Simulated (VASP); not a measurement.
Here is a VASP 6.6.1 calculation.

The input INCAR:

```
PREC = Accurate ; ENCUT = 600
EDIFF = 1E-7 ; ISMEAR = 0
SIGMA = 0.1 ; LREAL = False
LASPH = True ; NELM = 60
ALGO = Normal ; ISIF = 3
LWAVE = False ; LCHARG = False
GGA = PE ; IBRION = 2
NSW = 90 ; EDIFFG = -0.04
```

Contents of KPOINTS:

```
Automatic mesh
0
Gamma
  8 8 8
```

File POSCAR:

```
Ag
1.0
   -2.5374423559      2.5374423559      1.3842216450
    2.5374423559     -2.5374423559      1.3842216450
    2.5374423559      2.5374423559     -1.3842216450
Ag
2
Direct
    0.0000000000      0.0000000000      0.0000000000
    0.7500000000      0.2500000000      0.5000000000
```

Potentials or basis: VASP PAW PBE potentials, release 64 (Ag).

Run with:

```bash
$ cat potpaw_PBE.64/Ag/POTCAR > POTCAR
$ mpirun -np 1 vasp_std > vasp.out
```

Task: What does it give for the space group after relaxing (to 0.1 Å)?

Result: I4_1/amd (No. 141).

Task: What does it give for the band gap on the k mesh?

Result: Zero (bands 11 and 12 overlap by 4.94 eV).

Task: What does it give for the relaxed volume?

Result: 19.75 Å³/atom.

Task: What does it give for the relaxed cell?

Result: a = 4.021 Å, b = 4.021 Å, c = 4.021 Å, α = 96.82°, β = 96.82°, γ = 139.68°.

The path:
```csv
step,energy change (eV),largest force (eV/Å),pressure (GPa),volume (Å³)
1,0.0000,0.0000,10.13,35.65
2,-0.1124,0.0000,-3.54,41.75
3,-0.1364,0.0000,-0.46,39.67
4,-0.1364,0.0000,-0.60,39.75
5,-0.1397,0.0000,-0.11,39.49
```
